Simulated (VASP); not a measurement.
# CdTe (F-43m) in VASP: a series of runs

The runs below take CdTe through single point, with PBE, r2SCAN.

All numbers are computed with VASP 6.6.1; they aren't measurements. Logs are shortened: lines on timing, memory, paths and dates and some standing lists are left out, and cuts for length are marked.

## Step 1: The cell of the first run

It takes space group F-43m (No. 216, cubic). The conventional cell has a = 6.560 Å, b = 6.560 Å, c = 6.560 Å, α = 90.00°, β = 90.00°, γ = 90.00°. Within 3.7 Å of Cd (site symmetry -43m) lie 4 Te at 2.84 Å. Te (site symmetry -43m) has 4 Cd at 2.84 Å within 3.7 Å.

## Step 2: Single point, PBE

Input file INCAR:

```
  ALGO = Normal
  EDIFF = 1E-6
  ENCUT = 520
  GGA = PE
  ISIF = 2
  ISMEAR = 0
  LASPH = True
  LCHARG = True
  LELF = True
  LREAL = False
  LVHAR = True
  LWAVE = False
  NBANDS = 16
  NELM = 100
  PREC = Accurate
  SIGMA = 0.01
```

Input file KPOINTS:

```
k-points
0
Gamma
  6 6 6
```

Input file POSCAR:

```
CdTe
1.0
    0.0000000000      3.2799551172      3.2799551172
    3.2799551172      0.0000000000      3.2799551172
    3.2799551172      3.2799551172      0.0000000000
Cd Te
1 1
Direct
    0.0000000000      0.0000000000      0.0000000000
    0.2500000000      0.2500000000      0.2500000000
```

Potentials or basis: VASP PAW PBE potentials, release 64 (Cd, Te).

Run with:

```console
$ cat potpaw_PBE.64/Cd/POTCAR potpaw_PBE.64/Te/POTCAR > POTCAR
$ mpirun -np 1 vasp_std > vasp.out
```

OUTCAR:

```text
EDIFF = 1E-6
   ENCUT = 520
   GGA = PE
   ISIF = 2
   ISMEAR = 0
   LASPH = True
   LREAL = False
   NELM = 100
   PREC = Accurate

 ion  position               nearest neighbor table
   1  0.000  0.000  0.000-   2 2.84   2 2.84   2 2.84   2 2.84
   2  0.250  0.250  0.250-   1 2.84   1 2.84   1 2.84   1 2.84

  LATTYP: Found a face centered cubic cell.
 ALAT       =     6.5599102344

  Lattice vectors:

 A1 = (   0.0000000000,   3.2799551172,   3.2799551172)
 A2 = (   3.2799551172,   0.0000000000,   3.2799551172)
 A3 = (   3.2799551172,   3.2799551172,   0.0000000000)

Analysis of symmetry for initial positions (statically):
=====================================================================
 Subroutine PRICEL returns:
 Original cell was already a primitive cell.

 Routine SETGRP: Setting up the symmetry group for a
 face centered cubic supercell.

 Subroutine GETGRP returns: Found 24 space group operations
 (whereof 24 operations were pure point group operations)
 out of a pool of 48 trial point group operations.

The static configuration has the point symmetry T_d .

Analysis of symmetry for dynamics (positions and initial velocities):
=====================================================================
 Subroutine PRICEL returns:
 Original cell was already a primitive cell.

 Routine SETGRP: Setting up the symmetry group for a
 face centered cubic supercell.

 Subroutine GETGRP returns: Found 24 space group operations
 (whereof 24 operations were pure point group operations)
 out of a pool of 48 trial point group operations.

The dynamic configuration has the point symmetry T_d .

 Subroutine INISYM returns: Found 24 space group operations
 (whereof 24 operations are pure point group operations),
 and found     1 'primitive' translations

----------------------------------------------------------------------------------------

                                     Primitive cell

  volume of cell :      70.5722

  direct lattice vectors                    reciprocal lattice vectors
     0.000000000  3.279955117  3.279955117    -0.152441110  0.152441110  0.152441110
     3.279955117  0.000000000  3.279955117     0.152441110 -0.152441110  0.152441110
     3.279955117  3.279955117  0.000000000     0.152441110  0.152441110 -0.152441110

  length of vectors
     4.638557011  4.638557011  4.638557011     0.264035748  0.264035748  0.264035748

  position of ions in fractional coordinates (direct lattice)
     0.000000000  0.000000000  0.000000000
     0.250000000  0.250000000  0.250000000

  ion indices of the primitive-cell ions
   primitive index   ion index
                 1           1
                 2           2

----------------------------------------------------------------------------------------

 KPOINTS: k-points

Automatic generation of k-mesh.
 Grid dimensions read from file:
 generate k-points for:    6    6    6

 Generating k-lattice:

  Cartesian coordinates                     Fractional coordinates (reciprocal lattice)
    -0.025406852  0.025406852  0.025406852     0.166666667  0.000000000  0.000000000
     0.025406852 -0.025406852  0.025406852     0.000000000  0.166666667  0.000000000
     0.025406852  0.025406852 -0.025406852     0.000000000  0.000000000  0.166666667

  Length of vectors
     0.044005958  0.044005958  0.044005958

  Shift w.r.t. Gamma in fractional coordinates (k-lattice)
     0.000000000  0.000000000  0.000000000

 Subroutine IBZKPT returns following result:
 ===========================================

 Found     16 irreducible k-points:

 Following reciprocal coordinates:
            Coordinates               Weight
  0.000000  0.000000  0.000000      1.000000
  0.166667  0.000000  0.000000      8.000000
  0.333333  0.000000  0.000000      8.000000
  0.500000  0.000000  0.000000      4.000000
  0.166667  0.166667  0.000000      6.000000
  0.333333  0.166667  0.000000     24.000000
[... 8 lines left out ...]
 -0.333333  0.333333  0.166667     24.000000
 -0.333333  0.500000  0.166667     12.000000
   k-points           NKPTS =     16   k-points in BZ     NKDIM =     16   number of bands    NBANDS=     16
   number of dos      NEDOS =    301   number of ions     NIONS =      2
   total plane-waves  NPLWV =  46656
   dimension x,y,z NGX =    36 NGY =   36 NGZ =   36
   dimension x,y,z NGXF=    72 NGYF=   72 NGZF=   72
   ions per type =               1   1
   NGX,Y,Z   is equivalent  to a cutoff of  12.90, 12.90, 12.90 a.u.
   NGXF,Y,Z  is equivalent  to a cutoff of  25.80, 25.80, 25.80 a.u.
 SYSTEM =  unknown system
   PREC   = accura    normal or accurate (medium, high low for compatibility)
   ISTART =      0    job   : 0-new  1-cont  2-samecut
   ICHARG =      2    charge: 1-file 2-atom 10-const
   ISPIN  =      1    spin polarized calculation?
   LNONCOLLINEAR =      F non collinear calculations
   LSORBIT =      F    spin-orbit coupling
   LASPH  =      T    aspherical Exc in radial PAW
   ENCUT  =  520.0 eV  38.22 Ry    6.18 a.u.   8.62  8.62  8.62*2*pi/ulx,y,z
   NELM   =    100;   NELMIN=  2; NELMDL= -5     # of ELM steps
   EDIFF  = 0.1E-05   stopping-criterion for ELM
   LREAL  =      F    real-space projection
   EDIFFG = 0.1E-04   stopping-criterion for IOM
   NSW    =      0    number of steps for IOM
   IBRION =     -1    ionic relax: 0-MD 1-quasi-New 2-CG
   NFREE  =      0    steps in history (QN), initial steepest desc. (CG)
   ISIF   =      2    stress and relaxation
   ISYM   =      2    0-nonsym 1-usesym 2-fastsym
   POTIM  = 0.5000    time-step for ionic-motion
   TEBEG  =    0.0;   TEEND  =   0.0 temperature during run
   PSTRESS=    0.0 pullay stress
   NELECT =      18.0000    total number of electrons
   NUPDOWN=      -1.0000    fix difference up-down
   EMIN   =  10.00;   EMAX   =-10.00  energy-range for DOS
   EFERMI =   0.00;   METHOD = LEGACY
   ISMEAR =     0;   SIGMA  =   0.01  broadening in eV -4-tet -1-fermi 0-gaus
   EFERMI_NEDOS =   21; number of points for ismear=-14 and -15
   IALGO  =     38    algorithm
   IMIX   =      4    mixing-type and parameters
     AMIX     =   0.40;   BMIX     =  1.00
     AMIX_MAG =   1.60;   BMIX_MAG =  1.00
  volume/ion in A,a.u.               =      35.29       238.12
  Fermi-wavevector in a.u.,A,eV,Ry     =   1.038216  1.961944 14.665621  1.077893
  Thomas-Fermi vector in A             =   2.172690
   LORBIT       =      0    0 simple, 1 ext, 2 COOP (PROOUT), +10 PAW based schemes
   GGA     = PE    functional components
   LHFCALC =     F    Hartree Fock is set to
   AEXX    =    0.0000 exact exchange contribution
   IVDW    =     0    specifies the selected vdW correction
   LEPSILON=     F    determine dielectric tensor
   LRPA    =     F    only Hartree local field effects (RPA)
 non-spin polarized calculation
 Gauss-broadening in eV      SIGMA  =   0.01
  energy-cutoff  :      520.00
  volume of cell :       70.57
 maximum number of plane-waves:      1917
 NGX is ok and might be reduce to    36
   NGX = 17   NGY = 17   NGZ = 17

 number of electron      18.0000006 magnetization

 Free energy of the ion-electron system (eV)
  ---------------------------------------------------
  ext. energy  EPLUGINS =         0.00000000
  ---------------------------------------------------
  free energy    TOTEN  =        -4.79981618 eV

  energy without entropy =       -4.79981618  energy(sigma->0) =       -4.79981618

 E-fermi :   2.1014     XC(G=0):  -8.4232

 val. band max:        2.0266474912   @ k =   0.0000   0.0000   0.0000
 cond. band min:       2.6866561184   @ k =   0.0000   0.0000   0.0000
 fundamental gap:      0.6600086271
 Fermi energy:         2.1014433638

 k-point     1 :       0.0000    0.0000    0.0000
  band No.  band energies     occupation
      1      -8.9448      2.00000
      2      -6.1445      2.00000
      3      -6.1445      2.00000
      4      -6.1445      2.00000
      5      -5.9102      2.00000
      6      -5.9102      2.00000
[... 8 lines left out ...]
     15      11.3190      0.00000
     16      11.3190      0.00000

 k-point     2 :       0.1667    0.0000    0.0000
  band No.  band energies     occupation
      1      -8.8534      2.00000
      2      -6.1278      2.00000
      3      -6.1278      2.00000
      4      -6.0646      2.00000
      5      -5.9112      2.00000
      6      -5.9112      2.00000
[... 8 lines left out ...]
     15      10.4828      0.00000
     16      10.4828      0.00000

 k-point     3 :       0.3333    0.0000    0.0000
  band No.  band energies     occupation
      1      -8.6711      2.00000
      2      -6.0989      2.00000
      3      -6.0989      2.00000
      4      -5.9075      2.00000
      5      -5.9075      2.00000
      6      -5.8061      2.00000
[... 8 lines left out ...]
     15      10.8669      0.00000
     16      10.8669      0.00000

 k-point     4 :       0.5000    0.0000    0.0000
  band No.  band energies     occupation
      1      -8.5820      2.00000
      2      -6.0876      2.00000
      3      -6.0876      2.00000
      4      -5.9021      2.00000
      5      -5.9021      2.00000
      6      -5.5860      2.00000
[... 8 lines left out ...]
     15      12.2466      0.00000
     16      12.2466      0.00000
[... 172 lines left out ...]
 k-point    14 :       0.5000    0.3333    0.1667
  band No.  band energies     occupation
      1      -8.5560      2.00000
      2      -6.0588      2.00000
      3      -6.0514      2.00000
      4      -5.9455      2.00000
      5      -5.8986      2.00000
      6      -5.6124      2.00000
[... 8 lines left out ...]
     15      12.1903      0.00000
     16      13.2830      0.00000

 k-point    15 :      -0.3333    0.3333    0.1667
  band No.  band energies     occupation
      1      -8.5001      2.00000
      2      -6.0515      2.00000
      3      -6.0385      2.00000
      4      -5.9314      2.00000
      5      -5.9069      2.00000
      6      -5.4476      2.00000
[... 8 lines left out ...]
     15      12.4083      0.00000
     16      13.0763      0.00000

 k-point    16 :      -0.3333    0.5000    0.1667
  band No.  band energies     occupation
      1      -8.4727      2.00000
      2      -6.0265      2.00000
      3      -6.0249      2.00000
      4      -5.9521      2.00000
      5      -5.8982      2.00000
      6      -5.4048      2.00000
[... 8 lines left out ...]
     15      12.9443      0.00000
     16      13.2704      0.00000

------------------------ aborting loop because EDIFF is reached ----------------------------------------

  FORCE on cell =-STRESS in cart. coord.  units (eV):
  Direction    XX          YY          ZZ          XY          YZ          ZX
  --------------------------------------------------------------------------------------
  -------------------------------------------------------------------------------------
  Total        0.4992600      0.4992600      0.4992600      0.0000000      0.0000000      0.0000000
  in kB       11.3345336     11.3345336     11.3345336      0.0000000      0.0000000      0.0000000
  external PRESSURE =      11.3345336 kB  Pullay stress =       0.0000000 kB

 VOLUME and BASIS-vectors are now :
 -----------------------------------------------------------------------------
  energy-cutoff  :      520.00
  volume of cell :       70.57
      direct lattice vectors                 reciprocal lattice vectors
     0.000000000  3.279955117  3.279955117    -0.152441110  0.152441110  0.152441110
     3.279955117  0.000000000  3.279955117     0.152441110 -0.152441110  0.152441110
     3.279955117  3.279955117  0.000000000     0.152441110  0.152441110 -0.152441110

 POSITION                                       TOTAL-FORCE (eV/Angst)
 -----------------------------------------------------------------------------------
      0.00000      0.00000      0.00000         0.000000     -0.000000     -0.000000
      1.63998      1.63998      1.63998        -0.000000      0.000000      0.000000
 -----------------------------------------------------------------------------------
    total drift:                               -0.000000     -0.000000     -0.000000

  FREE ENERGIE OF THE ION-ELECTRON SYSTEM (eV)
  ---------------------------------------------------
  free  energy   TOTEN  =        -4.7998161842 eV

  energy  without entropy=       -4.7998161842  energy(sigma->0) =       -4.79981618
```

Wall time 17 s (1 thread of Intel Xeon Platinum 8259CL at 2.50GHz (Skylake/Cascade Lake), shared host); peak memory 0.21 GiB.

Results:

```
Free energy            : -4.7998 eV
Pressure               : 1.1 GPa
Band gap on the k mesh : 0.66 eV
```

Caveat: spin-orbit coupling is left out, which moves the levels of the heavy elements.

## Step 3: Single point, r2SCAN

POSCAR is that of step 2.

Input file INCAR.step1:

```
  PREC = Accurate
  ENCUT = 520
  ISMEAR = 0
  SIGMA = 0.01
  LREAL = False
  LASPH = True
  NELM = 100
  NBANDS = 16
  GGA = PE
  ALGO = Normal
  EDIFF = 1E-4
  LWAVE = True
  LCHARG = False
```

Input file INCAR.step2:

```
  PREC = Accurate
  ENCUT = 520
  EDIFF = 1E-7
  ISMEAR = 0
  SIGMA = 0.01
  LREAL = False
  LASPH = True
  NELM = 100
  ALGO = Normal
  ISIF = 2
  LWAVE = False
  LCHARG = True
  METAGGA = R2SCAN
  LMIXTAU = True
  LELF = True
  LVHAR = True
  NBANDS = 16
  ISTART = 1
```

Input file KPOINTS:

```
Automatic mesh
0
Gamma
  6 6 6
```

Potentials or basis: VASP PAW PBE potentials, release 64 (Cd, Te).

Run with:

```console
$ cat potpaw_PBE.64/Cd/POTCAR potpaw_PBE.64/Te/POTCAR > POTCAR
$ cp INCAR.step1 INCAR
$ mpirun -np 1 vasp_std > vasp.out
$ cp INCAR.step2 INCAR
$ mpirun -np 1 vasp_std > vasp.out
```

OUTCAR:

```text
PREC = Accurate
   ENCUT = 520
   EDIFF = 1E-7
   ISMEAR = 0
   LREAL = False
   LASPH = True
   NELM = 100
   ISIF = 2
   METAGGA = R2SCAN
   ISTART = 1

 ion  position               nearest neighbor table
   1  0.000  0.000  0.000-   2 2.84   2 2.84   2 2.84   2 2.84
   2  0.250  0.250  0.250-   1 2.84   1 2.84   1 2.84   1 2.84

  LATTYP: Found a face centered cubic cell.
 ALAT       =     6.5599102344

  Lattice vectors:

 A1 = (   0.0000000000,   3.2799551172,   3.2799551172)
 A2 = (   3.2799551172,   0.0000000000,   3.2799551172)
 A3 = (   3.2799551172,   3.2799551172,   0.0000000000)

Analysis of symmetry for initial positions (statically):
=====================================================================
 Subroutine PRICEL returns:
 Original cell was already a primitive cell.

 Routine SETGRP: Setting up the symmetry group for a
 face centered cubic supercell.

 Subroutine GETGRP returns: Found 24 space group operations
 (whereof 24 operations were pure point group operations)
 out of a pool of 48 trial point group operations.

The static configuration has the point symmetry T_d .

Analysis of symmetry for dynamics (positions and initial velocities):
=====================================================================
 Subroutine PRICEL returns:
 Original cell was already a primitive cell.

 Routine SETGRP: Setting up the symmetry group for a
 face centered cubic supercell.

 Subroutine GETGRP returns: Found 24 space group operations
 (whereof 24 operations were pure point group operations)
 out of a pool of 48 trial point group operations.

The dynamic configuration has the point symmetry T_d .

 Subroutine INISYM returns: Found 24 space group operations
 (whereof 24 operations are pure point group operations),
 and found     1 'primitive' translations

----------------------------------------------------------------------------------------

[... 102 lines left out ...]
     AMIX     =   0.40;   BMIX     =  1.00
     AMIX_MAG =   1.60;   BMIX_MAG =  1.00
  volume/ion in A,a.u.               =      35.29       238.12
  Fermi-wavevector in a.u.,A,eV,Ry     =   1.038216  1.961944 14.665621  1.077893
  Thomas-Fermi vector in A             =   2.172690
   LORBIT       =      0    0 simple, 1 ext, 2 COOP (PROOUT), +10 PAW based schemes
   METAGGA = R2SCAN    functional components
   LHFCALC =     F    Hartree Fock is set to
   AEXX    =    0.0000 exact exchange contribution
   IVDW    =     0    specifies the selected vdW correction
   LEPSILON=     F    determine dielectric tensor
   LRPA    =     F    only Hartree local field effects (RPA)
 non-spin polarized calculation
 Gauss-broadening in eV      SIGMA  =   0.01
  energy-cutoff  :      520.00
  volume of cell :       70.57
 maximum number of plane-waves:      1917
 NGX is ok and might be reduce to    36
   NGX = 17   NGY = 17   NGZ = 17

 number of electron      18.0000006 magnetization

 Free energy of the ion-electron system (eV)
  ---------------------------------------------------
  ext. energy  EPLUGINS =         0.00000000
  ---------------------------------------------------
  free energy    TOTEN  =       -46.64139407 eV

  energy without entropy =      -46.64139407  energy(sigma->0) =      -46.64139407

 E-fermi :   1.8625     XC(G=0):  -8.9353

 val. band max:        1.7776029732   @ k =   0.0000   0.0000   0.0000
 cond. band min:       2.9306361225   @ k =   0.0000   0.0000   0.0000
 fundamental gap:      1.1530331493
 Fermi energy:         1.8624660783

 k-point     1 :       0.0000    0.0000    0.0000
  band No.  band energies     occupation
      1      -9.5399      2.00000
      2      -6.6692      2.00000
      3      -6.6692      2.00000
      4      -6.6692      2.00000
      5      -6.4127      2.00000
      6      -6.4127      2.00000
[... 281 lines left out ...]
      3      -6.5395      2.00000
      4      -6.4573      2.00000
      5      -6.3998      2.00000
      6      -5.8724      2.00000
[... 8 lines left out ...]
     15      13.2643      0.00000
     16      13.6666      0.00000

------------------------ aborting loop because EDIFF is reached ----------------------------------------

  FORCE on cell =-STRESS in cart. coord.  units (eV):
  Direction    XX          YY          ZZ          XY          YZ          ZX
  --------------------------------------------------------------------------------------
  -------------------------------------------------------------------------------------
  Total        0.0304458      0.0304458      0.0304458      0.0000000      0.0000000      0.0000000
  in kB        0.6912002      0.6912002      0.6912002      0.0000000      0.0000000      0.0000000
  external PRESSURE =       0.6912002 kB  Pullay stress =       0.0000000 kB

 VOLUME and BASIS-vectors are now :
 -----------------------------------------------------------------------------
  energy-cutoff  :      520.00
  volume of cell :       70.57
      direct lattice vectors                 reciprocal lattice vectors
     0.000000000  3.279955117  3.279955117    -0.152441110  0.152441110  0.152441110
     3.279955117  0.000000000  3.279955117     0.152441110 -0.152441110  0.152441110
     3.279955117  3.279955117  0.000000000     0.152441110  0.152441110 -0.152441110

 POSITION                                       TOTAL-FORCE (eV/Angst)
 -----------------------------------------------------------------------------------
      0.00000      0.00000      0.00000         0.000000     -0.000000      0.000000
      1.63998      1.63998      1.63998        -0.000000      0.000000     -0.000000
 -----------------------------------------------------------------------------------
    total drift:                               -0.000001     -0.000001     -0.000001

  FREE ENERGIE OF THE ION-ELECTRON SYSTEM (eV)
  ---------------------------------------------------
  free  energy   TOTEN  =       -46.6413940746 eV

  energy  without entropy=      -46.6413940746  energy(sigma->0) =      -46.64139407
```

It took 69 s on 1 thread of Intel Xeon Platinum 8259CL at 2.50GHz (Skylake/Cascade Lake), shared host; peak memory 0.22 GiB.

What came out:

```yaml
Free_energy: -46.6414 eV
Pressure: 0.1 GPa
Band_gap_on_the_k_mesh: 1.15 eV
```

Caveat: the PAW data sets were made with another functional, which shifts forces and pressure a little; spin-orbit coupling is left out, which moves the levels of the heavy elements.
